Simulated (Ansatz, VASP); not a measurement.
## Two plane-wave programs on Al

```
Al
1.0
     0.00000    1.99181    1.99181
     1.99181    0.00000    1.99181
     1.99181    1.99181    0.00000
Al
1
Direct
  0.00000 0.00000 0.00000
```

Alike in both runs: functional LDA; k mesh 18 × 18 × 18; occupations gaussian, width 0.1 eV; no spin polarisation.

Ansatz relaxed the structure, and its values are those at the end. VASP's run is a single point on that final structure, the one shown.

```csv
,VASP,Ansatz
version,VASP 6.6.1,Ansatz 0.2.0
potentials or method,"VASP PAW LDA potentials, release 64 (Al), cutoff 520 eV","scalar-relativistic, plane waves, PAW"
valence electrons in the cell,3,3
```

Ansatz gave:

| Item | Value |
| --- | --- |
| gap on the k mesh at the Fermi level (eV) | none |
| pressure (GPa) | 0.0 |

Problem. What did VASP give for the same quantities?

Solution. gap on the k mesh at the Fermi level (eV): none; pressure (GPa): 0.1.

LDA's correlation is that of Perdew and Zunger in VASP and of Perdew and Wang (1992) in Ansatz. A gap of «none» marks a metal or a gap that the smearing closes.
